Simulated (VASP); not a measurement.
Runs of VASP 6.6.1 on Ca2Se. The structure is that of space group P-3m1 (No. 164), or close to it. The cells are those of the table. 

```csv
task,cell,k mesh,cutoff (eV),gap on the mesh (eV),pressure (GPa),relaxed volume (Å³/atom),largest force (eV/Å)
relaxation of cell and atoms,"relaxed from a = 4.083, b = 4.083, c = 6.830 Å, angles 90.0, 90.0, 120.0°, 3 atoms",12 × 12 × 8,600,none,0.0,33.20,0.01
single point,"a = 4.083, b = 4.083, c = 6.830 Å, angles 90.0, 90.0, 120.0°, 3 atoms",6 × 6 × 4,520,none,(a),-,0.04
relaxation of cell and atoms,"relaxed from a = 3.522, b = 3.522, c = 6.527 Å, angles 90.0, 90.0, 120.0°, 3 atoms",6 × 6 × 4,600,none,-0.1,(c),-
single point,"a = 3.522, b = 3.522, c = 6.527 Å, angles 90.0, 90.0, 120.0°, 3 atoms",6 × 6 × 4,520,none,26.1,-,(b)
single point,"a = 4.111, b = 4.111, c = 6.786 Å, angles 90.0, 90.0, 120.0°, 3 atoms",12 × 12 × 8,520,none,0.1,-,0.02
```

Alike in all rows: level PBE; potentials or basis VASP PAW PBE potentials, release 64 (Ca_sv, Se); no spin polarisation; smearing gaussian 0.1 eV.

Problem. Fill in the values left out.

Solution. (a) 0.3; (b) 3.05; (c) 33.28.

Caveats: the volume moved by over 15 % at a fixed basis, so the end points are rough (some runs); forces of over 1 eV/Å act on the atoms, so gaps and moduli don't describe the material at rest (some runs).

A k mesh can miss the band edges, and the runs leave out spin-orbit coupling on Se.

A gap of «none» marks levels without a gap at the run's occupations.
